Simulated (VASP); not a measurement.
# FePt (P4/mmm) in VASP: further runs, part 3 of 3

VASP 6.6.1. The steps go on from the part before.

### Step 4. Single point, RPBE+D3(BJ), collinear spin, ferromagnetic start

This run uses another cell than the first one, of 14.35 Å³/atom.

INCAR

```
SYSTEM = FePt
PREC = Accurate
ENCUT = 520
EDIFF = 1E-6
ISMEAR = -1
SIGMA = 0.05
LREAL = .FALSE.
LASPH = .TRUE.
NELM = 150
ALGO = Fast
ISIF = 2
LWAVE = .FALSE.
LCHARG = .FALSE.
ISPIN = 2
MAGMOM = 0 3
LORBIT = 11
LMAXMIX = 4
GGA = RP
IVDW = 12
NBANDS = 20
```

KPOINTS

```
Automatic mesh
0
G
  10 10 7
  0 0 0
```

POSCAR

```
FePt
1.0
    2.7593396363      0.0000000000      0.0000000000
    0.0000000000      2.7593396363      0.0000000000
    0.0000000000      0.0000000000      3.7689529822
Pt Fe
1 1
Direct
    0.5000000000      0.5000000000      0.5000000000
    0.0000000000      0.0000000000      0.0000000000
```

Potentials or basis: VASP PAW PBE potentials, release 64 (Pt, Fe).

On the command line:

```sh
cat potpaw_PBE.64/Pt/POTCAR potpaw_PBE.64/Fe/POTCAR > POTCAR
mpirun -np 1 vasp_std > vasp.out
```

OUTCAR:

```text
SYSTEM = FePt
   PREC = Accurate
   ENCUT = 520
   EDIFF = 1E-6
   ISMEAR = -1
   LREAL = .FALSE.
   LASPH = .TRUE.
   NELM = 150
   ISIF = 2
   ISPIN = 2
   LORBIT = 11
   GGA = RP
   IVDW = 12
 IVDW          = 12

 ion  position               nearest neighbor table
   1  0.500  0.500  0.500-   2 2.71   2 2.71   2 2.71   2 2.71   2 2.71   2 2.71   2 2.71   2 2.71

   2  0.000  0.000  0.000-   1 2.71   1 2.71   1 2.71   1 2.71   1 2.71   1 2.71   1 2.71   1 2.71

  LATTYP: Found a simple tetragonal cell.
 ALAT       =     2.7593396363
 C/A-ratio  =     1.3658894804

  Lattice vectors:

 A1 = (   2.7593396363,   0.0000000000,   0.0000000000)
 A2 = (   0.0000000000,   2.7593396363,   0.0000000000)
 A3 = (   0.0000000000,   0.0000000000,   3.7689529822)

Analysis of symmetry for initial positions (statically):
=====================================================================
 Subroutine PRICEL returns:
 Original cell was already a primitive cell.

 Routine SETGRP: Setting up the symmetry group for a
 simple tetragonal supercell.

 Subroutine GETGRP returns: Found 16 space group operations
 (whereof 16 operations were pure point group operations)
 out of a pool of 16 trial point group operations.

The static configuration has the point symmetry D_4h.

Analysis of symmetry for dynamics (positions and initial velocities):
=====================================================================
 Subroutine PRICEL returns:
 Original cell was already a primitive cell.

 Routine SETGRP: Setting up the symmetry group for a
 simple tetragonal supercell.

 Subroutine GETGRP returns: Found 16 space group operations
 (whereof 16 operations were pure point group operations)
 out of a pool of 16 trial point group operations.

The dynamic configuration has the point symmetry D_4h.

Analysis of structural, dynamic, and magnetic symmetry:
=====================================================================
 Subroutine PRICEL returns:
 Original cell was already a primitive cell.

 Routine SETGRP: Setting up the symmetry group for a
 simple tetragonal supercell.

 Subroutine GETGRP returns: Found 16 space group operations
 (whereof 16 operations were pure point group operations)
 out of a pool of 16 trial point group operations.

The overall configuration has the point symmetry D_4h.

 Subroutine INISYM returns: Found 16 space group operations
 (whereof 16 operations are pure point group operations),
 and found     1 'primitive' translations

----------------------------------------------------------------------------------------

                                     Primitive cell

  volume of cell :      28.6966

  direct lattice vectors                    reciprocal lattice vectors
     2.759339636  0.000000000  0.000000000     0.362405551  0.000000000  0.000000000
     0.000000000  2.759339636  0.000000000     0.000000000  0.362405551  0.000000000
     0.000000000  0.000000000  3.768952982     0.000000000  0.000000000  0.265325677

  length of vectors
     2.759339636  2.759339636  3.768952982     0.362405551  0.362405551  0.265325677

  position of ions in fractional coordinates (direct lattice)
     0.500000000  0.500000000  0.500000000
     0.000000000  0.000000000  0.000000000

  ion indices of the primitive-cell ions
   primitive index   ion index
                 1           1
                 2           2

[... 69 lines left out ...]
   ENCUT  =  520.0 eV  38.22 Ry    6.18 a.u.   5.13  5.13  7.01*2*pi/ulx,y,z
   NELM   =    150;   NELMIN=  2; NELMDL= -5     # of ELM steps
   EDIFF  = 0.1E-05   stopping-criterion for ELM
   LREAL  =      F    real-space projection
   EDIFFG = 0.1E-04   stopping-criterion for IOM
   NSW    =      0    number of steps for IOM
   IBRION =     -1    ionic relax: 0-MD 1-quasi-New 2-CG
   NFREE  =      0    steps in history (QN), initial steepest desc. (CG)
   ISIF   =      2    stress and relaxation
   ISYM   =      2    0-nonsym 1-usesym 2-fastsym
   POTIM  = 0.5000    time-step for ionic-motion
   TEBEG  =    0.0;   TEEND  =   0.0 temperature during run
   PSTRESS=    0.0 pullay stress
   NELECT =      18.0000    total number of electrons
   NUPDOWN=      -1.0000    fix difference up-down
   EMIN   =  10.00;   EMAX   =-10.00  energy-range for DOS
   EFERMI =   0.00;   METHOD = LEGACY
   ISMEAR =    -1;   SIGMA  =   0.05  broadening in eV -4-tet -1-fermi 0-gaus
   EFERMI_NEDOS =   21; number of points for ismear=-14 and -15
   IALGO  =     68    algorithm
   IMIX   =      4    mixing-type and parameters
     AMIX     =   0.40;   BMIX     =  1.00
     AMIX_MAG =   1.60;   BMIX_MAG =  1.00
  volume/ion in A,a.u.               =      14.35        96.83
  Fermi-wavevector in a.u.,A,eV,Ry     =   1.401378  2.648221 26.719945  1.963861
  Thomas-Fermi vector in A             =   2.524245
   LORBIT       =     11    0 simple, 1 ext, 2 COOP (PROOUT), +10 PAW based schemes
   GGA     = RP    functional components
   LHFCALC =     F    Hartree Fock is set to
   AEXX    =    0.0000 exact exchange contribution
   IVDW    =    12    specifies the selected vdW correction
   LEPSILON=     F    determine dielectric tensor
   LRPA    =     F    only Hartree local field effects (RPA)
 spin polarized calculation
 RMM-DIIS sequential band-by-band and
  energy-cutoff  :      520.00
  volume of cell :       28.70
 maximum number of plane-waves:       788
 NGX is ok and might be reduce to    24
   NGX = 11   NGY = 11   NGZ = 15

 number of electron      17.9999998 magnetization       3.3769795

 Free energy of the ion-electron system (eV)
  ---------------------------------------------------
  ext. energy  EPLUGINS =         0.00000000
  ---------------------------------------------------
  free energy    TOTEN  =       -13.74801449 eV

  energy without entropy =      -13.73665399  energy(sigma->0) =      -13.74233424

 E-fermi :   8.3001     XC(G=0): -12.7554

 val. band max:        8.2944694136   @ k =   0.5000   0.4000   0.4286
 cond. band min:       8.3031301943   @ k =   0.3000   0.2000   0.0000
 fundamental gap:      0.0086607808
 Fermi energy:         8.3000757995

 spin component 1

 k-point     1 :       0.0000    0.0000    0.0000
  band No.  band energies     occupation
      1      -0.9680      1.00000
      2       2.1982      1.00000
      3       2.4132      1.00000
      4       4.8823      1.00000
      5       4.8823      1.00000
      6       5.3393      1.00000
[... 541 lines left out ...]
     19      30.8489      0.00000
     20      30.9544      0.00000

 [... further k-points ...]

 spin component 2

 k-point     1 :       0.0000    0.0000    0.0000
  band No.  band energies     occupation
      1      -0.8552      1.00000
      2       2.8135      1.00000
      3       2.8444      1.00000
      4       6.0482      1.00000
      5       6.0482      1.00000
      6       7.5518      1.00000
[... 541 lines left out ...]
     19      31.0464      0.00000
     20      31.2324      0.00000

 [... further k-points ...]

------------------------ aborting loop because EDIFF is reached ----------------------------------------

 Edisp (eV)   -5.53723

 E8    (eV) :    -3.7158

  FORCE on cell =-STRESS in cart. coord.  units (eV):
  Direction    XX          YY          ZZ          XY          YZ          ZX
  --------------------------------------------------------------------------------------
  -------------------------------------------------------------------------------------
  Total      -6.00375    -6.00375    -5.85859     0.00000    -0.00000     0.00000
  in kB    -335.19870  -335.19870  -327.09424     0.00000    -0.00000     0.00000
  external pressure =     -332.50 kB  Pullay stress =        0.00 kB

 VOLUME and BASIS-vectors are now :
 -----------------------------------------------------------------------------
  energy-cutoff  :      520.00
  volume of cell :       28.70
      direct lattice vectors                 reciprocal lattice vectors
     2.759339636  0.000000000  0.000000000     0.362405551  0.000000000  0.000000000
     0.000000000  2.759339636  0.000000000     0.000000000  0.362405551  0.000000000
     0.000000000  0.000000000  3.768952982     0.000000000  0.000000000  0.265325677

 POSITION                                       TOTAL-FORCE (eV/Angst)
 -----------------------------------------------------------------------------------
      1.37967      1.37967      1.88448         0.000000      0.000000      0.000000
      0.00000      0.00000      0.00000         0.000000      0.000000      0.000000
 -----------------------------------------------------------------------------------
    total drift:                                0.000000      0.000000     -0.000000

  FREE ENERGIE OF THE ION-ELECTRON SYSTEM (eV)
  ---------------------------------------------------
  free  energy   TOTEN  =       -19.2852458170 eV

  energy  without entropy=      -19.2738853201  energy(sigma->0) =      -19.27956557

 total charge

# of ion       s       p       d       tot
------------------------------------------
    1        0.698   0.622   8.040   9.360
    2        0.395   0.421   6.078   6.894
--------------------------------------------------
tot          1.093   1.043  14.118  16.254

 magnetization (x)

# of ion       s       p       d       tot
------------------------------------------
    1       -0.026  -0.066   0.436   0.344
    2        0.006  -0.009   3.023   3.020
--------------------------------------------------
tot         -0.020  -0.075   3.459   3.364
```

OSZICAR:

```text
N       E                     dE             d eps       ncg     rms          rms(c)
DAV:   1     0.955387245315E+02    0.95539E+02   -0.83672E+03  7064   0.982E+02
DAV:   2    -0.111099732207E+02   -0.10665E+03   -0.93650E+02  6868   0.216E+02
DAV:   3    -0.150097153808E+02   -0.38997E+01   -0.37798E+01  7844   0.475E+01
DAV:   4    -0.150549193732E+02   -0.45204E-01   -0.45175E-01  7468   0.429E+00
DAV:   5    -0.150560563809E+02   -0.11370E-02   -0.11370E-02  8052   0.777E-01    0.158E+01
RMM:   6    -0.168963003721E+02   -0.18402E+01   -0.70937E+00  7801   0.280E+01    0.283E+01
RMM:   7    -0.138520343872E+02    0.30443E+01   -0.15171E+00  7503   0.118E+01    0.781E+00
RMM:   8    -0.137977891971E+02    0.54245E-01   -0.15838E-01  7819   0.335E+00    0.382E+00
RMM:   9    -0.137625237268E+02    0.35265E-01   -0.21315E-02  7634   0.127E+00    0.216E+00
RMM:  10    -0.137476802583E+02    0.14843E-01   -0.77101E-03  7966   0.630E-01    0.401E-01
RMM:  11    -0.137479628988E+02   -0.28264E-03   -0.16801E-03  8415   0.329E-01    0.244E-01
RMM:  12    -0.137479938816E+02   -0.30983E-04   -0.49094E-04  8711   0.194E-01    0.940E-02
RMM:  13    -0.137480050289E+02   -0.11147E-04   -0.11909E-04  8514   0.954E-02    0.570E-02
RMM:  14    -0.137480145180E+02   -0.94891E-05   -0.35617E-05  9218   0.461E-02    0.200E-02
RMM:  15    -0.137480144916E+02    0.26392E-07   -0.86983E-06  8236   0.208E-02
   1 F= -.19285246E+02 E0= -.19279566E+02  d E =-.113605E-01  mag=     3.3768
```

stdout:

```text
POSCAR found type information on POSCAR PtFe
 POSCAR found :  2 types and       2 ions
 scaLAPACK will be used
 -----------------------------------------------------------------------------
|                                                                             |
|                                                                             |
|     You enforced a specific xc type in the INCAR file but a different       |
|     I HOPE YOU KNOW WHAT YOU ARE DOING!                                     |
|                                                                             |
 -----------------------------------------------------------------------------

 LDA part: xc-table for (Slater+PW92), standard interpolation
 POSCAR, INCAR and KPOINTS ok, starting setup
 FFT: planning ... GRIDC
 FFT: planning ... GRID_SOFT
 FFT: planning ... GRID
 WAVECAR not read
 entering main loop
```

Wall time 52 s (1 thread of Intel Xeon Platinum 8488C (Sapphire Rapids), shared host); peak memory 0.22 GiB.

What came out:

| Property | Result |
| --- | --- |
| Free energy | -19.2852 eV |
| Pressure | -33.2 GPa |
| Net moment | 3.38 μB per cell |
| Site moments | Pt +0.34; Fe +3.02 μB |
| Valence electrons inside the program's atomic spheres | Pt 9.36; Fe 6.89 |
| Dispersion energy per atom | -2.769 eV |

Caveat: the cell stands under tension; the dispersion term is far too large for a dense solid, which distorts pressure and volume; the PAW data sets were made with another functional, which shifts forces and pressure a little; spin-orbit coupling is left out, which moves the levels of the heavy elements.

### Step 5. The runs side by side

```csv
level,potentials or basis,cell,gap on the mesh (eV),pressure (GPa),moment (μB)
RPBE+D3(BJ),"VASP PAW PBE potentials, release 64 (Pt, Fe)","a = 2.742, b = 2.742, c = 3.745 Å, 2 atoms",none,-30.5,3.34
LDA,"VASP PAW LDA potentials, release 64 (Pt, Fe)","a = 2.742, b = 2.742, c = 3.745 Å, 2 atoms",none,-16.3,3.21
RPBE+D3(BJ),"VASP PAW PBE potentials, release 64 (Pt, Fe)","a = 2.759, b = 2.759, c = 3.769 Å, 2 atoms",none,-33.2,3.38
```

Alike in all rows: task single point; spin collinear, ferromagnetic start; k mesh 10 × 10 × 7; cutoff (eV) 520; smearing fermi-dirac 0.05 eV.

Caveats: the cell stands under tension; spin-orbit coupling is left out, which moves the levels of the heavy elements; the dispersion term is far too large for a dense solid, which distorts pressure and volume (at least some runs); the PAW data sets were made with another functional, which shifts forces and pressure a little (at least some runs).

Absolute energies hang on the potentials; compare differences alone.
